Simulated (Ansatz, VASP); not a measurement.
## WC: VASP beside Ansatz

Contents of POSCAR:

```
WC
1.0
    2.9120958982      0.0000000000      0.0000000000
   -1.4560479491      2.5219490261      0.0000000000
    0.0000000000      0.0000000000      2.8787338358
W C
1 1
Direct
    0.0000000000      0.0000000000      0.0000000000
    0.6666666667      0.3333333333      0.5000000000
```

File INCAR.step1:

```
ALGO = Normal ; EDIFF = 1E-4
ENCUT = 520 ; GGA = PE
ISMEAR = 0 ; LASPH = T
LCHARG = F ; LREAL = F
LWAVE = T ; NBANDS = 16
NELM = 60 ; PREC = Accurate
SIGMA = 0.1
```

INCAR.step2

```
ALGO = Normal ; EDIFF = 1E-7
ENCUT = 520 ; ISIF = 2
ISMEAR = 0 ; ISTART = 1
LASPH = T ; LCHARG = F
LMIXTAU = T ; LREAL = F
LWAVE = F ; METAGGA = R2SCAN
NBANDS = 16 ; NELM = 60
PREC = Accurate ; SIGMA = 0.1
```

Contents of KPOINTS:

```
k-points
0
Gamma
  24 24 18
```

Input for Ansatz:

```yaml
crystal:
  lattice:
    - [2.9120958982, 0.0, 0.0]
    - [-1.4560479491, 2.5219490261, 0.0]
    - [0.0, 0.0, 2.8787338358]
  atoms:
    - { symbol: W, position: [0.0, 0.0, 0.0] }
    - { symbol: C, position: [0.6666666667, 0.3333333333, 0.5] }
basis:
  ecutwfc: 500
kpoints:
  mp_grid: { grid: [24, 24, 18] }
hamiltonian:
  xc: r2scan
scf:
  occupations: { method: gaussian, width: 0.1 }
output:
  forces: true
  stress: true
  eigenvalues: true
  write_density: true
  write_potential: true
  elf: true
  volumetric_format: npy
```

Change from the starting cell: strain along c alone, the other axes held, atoms relaxed: +1.5 %.

Alike in both runs: task single point; functional r2SCAN; k mesh 24 × 24 × 18; occupations gaussian, width 0.1 eV; no spin polarisation.

|  | VASP | Ansatz |
| --- | --- | --- |
| version | VASP 6.6.1 | Ansatz 0.2.0 |
| potentials or method | VASP PAW PBE potentials, release 64 (W_sv, C), cutoff 520 eV | scalar-relativistic, plane waves, PAW |
| valence electrons in the cell | 18 | 18 |

Ansatz gave:

```
gap on the k mesh at the Fermi level (eV)                     : none
pressure (GPa)                                                : -6.4
traceless stress, the component that is largest in VASP (GPa) : -7.97
```

Task: Estimate VASP's values.

Result: gap on the k mesh at the Fermi level (eV): none; pressure (GPa): -4.6; traceless stress, the component that is largest in VASP (GPa): -7.79.

VASP's potentials were made for PBE, not for r2SCAN. A gap of «none» marks a metal or a gap that the smearing closes. With one functional, cell and mesh, what is left measures potentials, basis and numerics.

Neither program's run includes spin-orbit coupling.
